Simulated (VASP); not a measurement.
# AlSi15C16 (a cell with a defect) in VASP: single point with PBE

Aim: the single point of AlSi15C16 (a cell with a defect) with PBE.

All numbers are computed with VASP 6.6.1; they aren't measurements. Logs are shortened: lines on timing, memory, paths and dates and some standing lists are left out, and cuts for length are marked.

### Step 1. The cell of the first run

The cell holds a defect, 32 atoms: a = 6.188 Å, b = 6.188 Å, c = 10.129 Å, α = 90.00°, β = 90.00°, γ = 120.00°.

### Step 2. Single point, PBE

The input, INCAR:

```
SYSTEM = AlSi15C16
PREC = Accurate ; ENCUT = 520
EDIFF = 1E-6 ; ISMEAR = 0
SIGMA = 0.01 ; LREAL = Auto
LASPH = .True. ; NELM = 60
ALGO = Normal ; ISIF = 2
LWAVE = .False. ; LCHARG = .False.
GGA = PE ; NELECT = 128.0
NBANDS = 86
```

The input, KPOINTS:

```
Automatic mesh
0
Gamma
  2 2 2
  0 0 0
```

The input, POSCAR:

```
AlSi15C16
1.0
    3.0941201779     -5.3591733644      0.0000000000
   -6.1882403658      0.0000000058      0.0000000000
    0.0000000000      0.0000000000    -10.1293391949
Al Si C
1 15 16
Direct
    0.3324511924      0.1659752137      0.0620400094
    0.8301746662      0.1614109474      0.0591430493
    0.3370016675      0.6682453213      0.0591400192
    0.8301771980      0.6682458576      0.0591438113
    0.1658887690      0.3325697495      0.5621093255
    0.6655944715      0.3325770902      0.5621164277
    0.1658887480      0.8328758569      0.5621035346
    0.6657889740      0.8326746711      0.5625815080
    0.0008829414      0.0002062986      0.3118706600
    0.4982238074      0.0002040954      0.3118760043
   -0.0008891643      0.4993271977      0.3096234170
    0.4982231634      0.4975467653      0.3118745761
    0.5002582344     -0.0018027970      0.8133515495
    0.9969061033     -0.0017993052      0.8133512575
    0.5002663434      0.5015786749      0.8133532553
    0.9991473539      0.4993299933      0.8126663612
    0.3324425122      0.1659869767      0.2593060408
    0.8321026177      0.1652999377      0.2494767612
    0.3331315514      0.6663253977      0.2494817360
    0.8320941754      0.6663303060      0.2494780906
    0.1657951670      0.3326764935      0.7499367064
    0.6658346814      0.3326750975      0.7499411672
    0.1657925521      0.8326255158      0.7499288118
    0.6658208410      0.8326698322      0.7473891792
   -0.0008825818      0.4993353117      0.4985232055
    0.4998707615      0.5008281361      0.5000745903
   -0.0023654752      0.9985941170      0.5000673135
    0.4998685046      0.9986018881      0.5000724556
    0.5043777729      0.5098349363      0.9966513753
    0.9991214323      0.4992983785      0.9995809925
    0.5043661463      0.9940383275      0.9966466487
    0.9885872597      0.9940329490      0.9966438598
```

Potentials or basis: VASP PAW PBE potentials, release 64 (Al, Si, C).

Command:

```bash
$ cat potpaw_PBE.64/Al/POTCAR potpaw_PBE.64/Si/POTCAR potpaw_PBE.64/C/POTCAR > POTCAR
$ mpirun -np 1 vasp_std > vasp.out
```

OUTCAR:

```text
SYSTEM = AlSi15C16
   PREC = Accurate
   ENCUT = 520
   EDIFF = 1E-6
   ISMEAR = 0
   LREAL = Auto
   LASPH = .True.
   NELM = 60
   ISIF = 2
   GGA = PE
   NELECT = 128.0

 ion  position               nearest neighbor table
   1  0.332  0.166  0.062-  31 1.96  29 1.96  32 1.96  17 2.00  10 3.09   9 3.09  12 3.09   2 3.09
                             3 3.09   4 3.09   4 3.09   3 3.09   2 3.09  14 3.10  13 3.10  15 3.10
   2  0.830  0.161  0.059-  32 1.86  31 1.86  30 1.91  18 1.93   4 3.05   3 3.05  13 3.05  14 3.05
                            16 3.08   1 3.09   1 3.09  11 3.12   9 3.12  10 3.12   3 3.14   4 3.14
   3  0.337  0.668  0.059-  29 1.86  31 1.86  30 1.91  19 1.93   2 3.05   4 3.05  15 3.05  13 3.05
                            16 3.08   1 3.09   1 3.09  11 3.12  12 3.12  10 3.12   4 3.14   2 3.14
   4  0.830  0.668  0.059-  32 1.86  29 1.86  30 1.91  20 1.93   2 3.05   3 3.05  15 3.05  14 3.05
                            16 3.08   1 3.09   1 3.09  11 3.12   9 3.12  12 3.12   3 3.14   2 3.14
   5  0.166  0.333  0.562-  27 1.90  26 1.90  25 1.90  21 1.90   7 3.09   6 3.09   8 3.09   8 3.09
                             6 3.10   7 3.10  12 3.10   9 3.10  16 3.10  14 3.11  15 3.11  11 3.12
   6  0.666  0.333  0.562-  26 1.90  28 1.90  25 1.90  22 1.90   5 3.09   7 3.09   8 3.09   8 3.09
                             7 3.10   5 3.10  12 3.10  10 3.10  16 3.10  15 3.11  13 3.11  11 3.12
   7  0.166  0.833  0.562-  27 1.90  28 1.90  25 1.90  23 1.90   5 3.09   6 3.09   8 3.09   8 3.09
                             6 3.10   5 3.10  10 3.10   9 3.10  16 3.10  14 3.11  13 3.11  11 3.12
   8  0.666  0.833  0.563-  24 1.87  26 1.89  28 1.89  27 1.89   5 3.09   7 3.09   6 3.09   6 3.09
                             7 3.09   5 3.09  13 3.10  15 3.10  14 3.10  10 3.11   9 3.11  12 3.11
   9  0.001  0.000  0.312-  17 1.85  18 1.90  20 1.90  27 1.91  12 3.08  10 3.08   1 3.09  11 3.09
                            11 3.09   7 3.10   5 3.10   8 3.11  10 3.11  12 3.11   2 3.12   4 3.12
  10  0.498  0.000  0.312-  17 1.85  19 1.90  18 1.90  28 1.91   9 3.08  12 3.08   1 3.09  11 3.09
                            11 3.09   7 3.10   6 3.10   8 3.11  12 3.11   9 3.11   2 3.12   3 3.12
  11  0.999  0.499  0.310-  19 1.89  20 1.89  18 1.89  25 1.91   9 3.09  10 3.09  12 3.09  12 3.09
                            10 3.09   9 3.09   4 3.12   3 3.12   2 3.12   7 3.12   5 3.12   6 3.12
[... 9 lines left out ...]
                            14 3.09  15 3.09  15 3.09  14 3.09  13 3.09   5 3.10   6 3.10   7 3.10
  17  0.332  0.166  0.259-   9 1.85  12 1.85  10 1.85   1 2.00
  18  0.832  0.165  0.249-  11 1.89   9 1.90  10 1.90   2 1.93
  19  0.333  0.666  0.249-  11 1.89  12 1.90  10 1.90   3 1.93
  20  0.832  0.666  0.249-  11 1.89  12 1.90   9 1.90   4 1.93
  21  0.166  0.333  0.750-  16 1.90   5 1.90  15 1.90  14 1.90
  22  0.666  0.333  0.750-  16 1.90   6 1.90  15 1.90  13 1.90
[... 8 lines left out ...]
  31  0.504  0.994  0.997-  13 1.86   3 1.86   2 1.86   1 1.96
  32  0.989  0.994  0.997-  14 1.86   4 1.86   2 1.86   1 1.96

  LATTYP: Found a hexagonal cell.
 ALAT       =     6.1882403658
 C/A-ratio  =     1.6368690607

  Lattice vectors:

 A1 = (   3.0941201779,  -5.3591733644,   0.0000000000)
 A2 = (  -6.1882403658,   0.0000000058,   0.0000000000)
 A3 = (   0.0000000000,   0.0000000000, -10.1293391949)

Analysis of symmetry for initial positions (statically):
=====================================================================
 Subroutine PRICEL returns:
 Original cell was already a primitive cell.

 Routine SETGRP: Setting up the symmetry group for a
 hexagonal supercell.

 Subroutine GETGRP returns: Found  1 space group operations
 (whereof  1 operations were pure point group operations)
 out of a pool of 24 trial point group operations.

The static configuration has the point symmetry C_1 .

Analysis of symmetry for dynamics (positions and initial velocities):
=====================================================================
 Subroutine PRICEL returns:
 Original cell was already a primitive cell.

 Routine SETGRP: Setting up the symmetry group for a
 hexagonal supercell.

 Subroutine GETGRP returns: Found  1 space group operations
 (whereof  1 operations were pure point group operations)
 out of a pool of 24 trial point group operations.

The dynamic configuration has the point symmetry C_1 .

 Subroutine INISYM returns: Found  1 space group operations
 (whereof  1 operations are pure point group operations),
 and found     1 'primitive' translations

----------------------------------------------------------------------------------------

                                     Primitive cell

  volume of cell :     335.9279

  direct lattice vectors                    reciprocal lattice vectors
     3.094120178 -5.359173364  0.000000000    -0.000000000 -0.186595942  0.000000000
    -6.188240366  0.000000006  0.000000000    -0.161596826 -0.093297971  0.000000000
     0.000000000  0.000000000-10.129339195     0.000000000  0.000000000 -0.098723123

  length of vectors
     6.188240366  6.188240366 10.129339195     0.186595942  0.186595942  0.098723123

  position of ions in fractional coordinates (direct lattice)
     0.332451192  0.165975214  0.062040009
     0.830174666  0.161410947  0.059143049
     0.337001667  0.668245321  0.059140019
     0.830177198  0.668245858  0.059143811
     0.165888769  0.332569750  0.562109326
     0.665594472  0.332577090  0.562116428
[... 24 lines left out ...]
     0.504366146  0.994038328  0.996646649
     0.988587260  0.994032949  0.996643860

  ion indices of the primitive-cell ions
   primitive index   ion index
                 1           1
                 2           2
                 3           3
                 4           4
                 5           5
                 6           6
[... 24 lines left out ...]
                31          31
                32          32

----------------------------------------------------------------------------------------

 KPOINTS: Automatic mesh

Automatic generation of k-mesh.
 Grid dimensions read from file:
 generate k-points for:    2    2    2

 Generating k-lattice:

  Cartesian coordinates                     Fractional coordinates (reciprocal lattice)
    -0.000000000 -0.093297971  0.000000000     0.500000000  0.000000000  0.000000000
    -0.080798413 -0.046648985  0.000000000     0.000000000  0.500000000  0.000000000
     0.000000000  0.000000000 -0.049361562     0.000000000  0.000000000  0.500000000

  Length of vectors
     0.093297971  0.093297971  0.049361562

  Shift w.r.t. Gamma in fractional coordinates (k-lattice)
     0.000000000  0.000000000  0.000000000

 Subroutine IBZKPT returns following result:
 ===========================================

 Found      8 irreducible k-points:

 Following reciprocal coordinates:
            Coordinates               Weight
  0.000000  0.000000  0.000000      1.000000
  0.500000  0.000000  0.000000      1.000000
  0.000000  0.500000  0.000000      1.000000
  0.500000  0.500000  0.000000      1.000000
  0.000000  0.000000  0.500000      1.000000
  0.500000  0.000000  0.500000      1.000000
  0.000000  0.500000  0.500000      1.000000
  0.500000  0.500000  0.500000      1.000000
   k-points           NKPTS =      8   k-points in BZ     NKDIM =      8   number of bands    NBANDS=     86
   number of dos      NEDOS =    301   number of ions     NIONS =     32
   total plane-waves  NPLWV = 184320
   dimension x,y,z NGX =    48 NGY =   48 NGZ =   80
   dimension x,y,z NGXF=    96 NGYF=   96 NGZF=  160
   ions per type =               1  15  16
   NGX,Y,Z   is equivalent  to a cutoff of  12.90, 12.90, 13.13 a.u.
   NGXF,Y,Z  is equivalent  to a cutoff of  25.79, 25.79, 26.26 a.u.
 SYSTEM =  AlSi15C16
   PREC   = accura    normal or accurate (medium, high low for compatibility)
   ISTART =      0    job   : 0-new  1-cont  2-samecut
   ICHARG =      2    charge: 1-file 2-atom 10-const
   ISPIN  =      1    spin polarized calculation?
   LNONCOLLINEAR =      F non collinear calculations
   LSORBIT =      F    spin-orbit coupling
   LASPH  =      T    aspherical Exc in radial PAW
   ENCUT  =  520.0 eV  38.22 Ry    6.18 a.u.  11.51 11.51 18.83*2*pi/ulx,y,z
   NELM   =     60;   NELMIN=  2; NELMDL= -5     # of ELM steps
   EDIFF  = 0.1E-05   stopping-criterion for ELM
   LREAL  =      T    real-space projection
   EDIFFG = 0.1E-04   stopping-criterion for IOM
   NSW    =      0    number of steps for IOM
   IBRION =     -1    ionic relax: 0-MD 1-quasi-New 2-CG
   NFREE  =      0    steps in history (QN), initial steepest desc. (CG)
   ISIF   =      2    stress and relaxation
   ISYM   =      2    0-nonsym 1-usesym 2-fastsym
   POTIM  = 0.5000    time-step for ionic-motion
   TEBEG  =    0.0;   TEEND  =   0.0 temperature during run
   PSTRESS=    0.0 pullay stress
   NELECT =     128.0000    total number of electrons
   NUPDOWN=      -1.0000    fix difference up-down
   EMIN   =  10.00;   EMAX   =-10.00  energy-range for DOS
   EFERMI =   0.00;   METHOD = LEGACY
   ISMEAR =     0;   SIGMA  =   0.01  broadening in eV -4-tet -1-fermi 0-gaus
   EFERMI_NEDOS =   21; number of points for ismear=-14 and -15
   IALGO  =     38    algorithm
   IMIX   =      4    mixing-type and parameters
     AMIX     =   0.40;   BMIX     =  1.00
     AMIX_MAG =   1.60;   BMIX_MAG =  1.00
  volume/ion in A,a.u.               =      10.50        70.84
  Fermi-wavevector in a.u.,A,eV,Ry     =   1.186851  2.242823 19.165368  1.408615
  Thomas-Fermi vector in A             =   2.323015
   LORBIT       =      0    0 simple, 1 ext, 2 COOP (PROOUT), +10 PAW based schemes
   GGA     = PE    functional components
   LHFCALC =     F    Hartree Fock is set to
   AEXX    =    0.0000 exact exchange contribution
   IVDW    =     0    specifies the selected vdW correction
   LEPSILON=     F    determine dielectric tensor
   LRPA    =     F    only Hartree local field effects (RPA)
 non-spin polarized calculation
 Gauss-broadening in eV      SIGMA  =   0.01
  energy-cutoff  :      520.00
  volume of cell :      335.93
 maximum number of plane-waves:      9074
 NGX is ok and might be reduce to    48
   NGX = 23   NGY = 23   NGZ = 37

 number of electron     128.0000001 magnetization

 Free energy of the ion-electron system (eV)
  ---------------------------------------------------
  ext. energy  EPLUGINS =         0.00000000
  ---------------------------------------------------
  free energy    TOTEN  =      -228.64124161 eV

  energy without entropy =     -228.64124161  energy(sigma->0) =     -228.64124161

 E-fermi :   8.3808     XC(G=0): -11.2963

 val. band max:        8.2670407394   @ k =   0.0000   0.0000   0.0000
 cond. band min:      10.1042450322   @ k =   0.0000   0.0000   0.0000
 fundamental gap:      1.8372042929
 Fermi energy:         8.3807608348

 k-point     1 :       0.0000    0.0000    0.0000
  band No.  band energies     occupation
      1      -7.3989      2.00000
      2      -6.2443      2.00000
      3      -6.0777      2.00000
      4      -4.0452      2.00000
      5      -4.0423      2.00000
      6      -4.0422      2.00000
[... 621 lines left out ...]
     75      13.5619      0.00000
     76      13.5960      0.00000
 [bands above 76 left out]

------------------------ aborting loop because EDIFF is reached ----------------------------------------

  FORCE on cell =-STRESS in cart. coord.  units (eV):
  Direction    XX          YY          ZZ          XY          YZ          ZX
  --------------------------------------------------------------------------------------
  -------------------------------------------------------------------------------------
  Total       17.1559329     17.1533813     13.7753792     -0.0013506      0.0040894     -0.0016792
  in kB       81.8236459     81.8114763     65.7004053     -0.0064416      0.0195042     -0.0080090
  external PRESSURE =      76.4451759 kB  Pullay stress =       0.0000000 kB

 VOLUME and BASIS-vectors are now :
 -----------------------------------------------------------------------------
  energy-cutoff  :      520.00
  volume of cell :      335.93
      direct lattice vectors                 reciprocal lattice vectors
     3.094120178 -5.359173364  0.000000000    -0.000000000 -0.186595942  0.000000000
    -6.188240366  0.000000006  0.000000000    -0.161596826 -0.093297971  0.000000000
     0.000000000  0.000000000-10.129339195     0.000000000  0.000000000 -0.098723123

 POSITION                                       TOTAL-FORCE (eV/Angst)
 -----------------------------------------------------------------------------------
      0.00155     -1.78166     -0.62842         0.000403      0.001794     -0.003386
      1.56981     -4.44905     -0.59908        -0.002815      0.001874      0.005215
     -3.09254     -1.80605     -0.59905        -0.001237      0.004619      0.002640
     -1.56660     -4.44906     -0.59909         0.001958      0.001219      0.004407
     -1.54474     -0.88903     -5.69380        -0.001304      0.000515      0.002661
      0.00136     -3.56704     -5.69387         0.000242     -0.001137      0.003160
[... 24 lines left out ...]
     -4.59078     -2.70299    -10.09537        -0.005611      0.003187     -0.008498
     -3.09251     -5.29801    -10.09534        -0.002063     -0.007416     -0.006881
 -----------------------------------------------------------------------------------
    total drift:                               -0.003503     -0.058003     -0.014460

  FREE ENERGIE OF THE ION-ELECTRON SYSTEM (eV)
  ---------------------------------------------------
  free  energy   TOTEN  =      -228.6412416103 eV

  energy  without entropy=     -228.6412416103  energy(sigma->0) =     -228.64124161
```

Wall time 7.3 min (1 thread of AMD EPYC 7R43 (Zen 3), shared host); peak memory 0.46 GiB.

Results:

| Quantity | Value |
| --- | --- |
| Free energy | -228.6412 eV |
| Largest force | 0.012 eV/Å |

Forces in eV/Å, atoms in the order of the input:
```
Al   0.000  0.002 -0.003
Si  -0.003  0.002  0.005
Si  -0.001  0.005  0.003
Si   0.002  0.001  0.004
Si  -0.001  0.001  0.003
Si   0.000 -0.001  0.003
Si   0.002  0.001  0.002
Si   0.000  0.000 -0.001
Si  -0.001  0.002  0.002
Si  -0.002  0.001  0.001
Si   0.001  0.004  0.001
Si   0.001  0.003  0.001
Si  -0.005  0.004 -0.003
Si  -0.001 -0.001 -0.002
Si   0.008  0.005 -0.005
Si   0.000  0.002 -0.002
C    0.000 -0.001  0.010
C   -0.005 -0.005  0.002
C    0.003  0.006 -0.001
C    0.004 -0.007  0.003
C   -0.002 -0.004  0.003
C   -0.002 -0.007  0.003
C   -0.001 -0.004  0.003
C    0.000  0.001 -0.006
C   -0.001 -0.005 -0.006
C    0.008  0.000  0.004
C    0.000  0.001  0.005
C   -0.003  0.001  0.003
C    0.009  0.003 -0.008
C   -0.003 -0.003 -0.006
C   -0.006  0.003 -0.008
C   -0.002 -0.007 -0.007
```

Caveat: the k points lie up to 0.59 Å⁻¹ apart; the cell carries a net charge on a neutralising background, which shifts energy and pressure; the cell is charged against a uniform background, so pressure and absolute levels hang on convention.
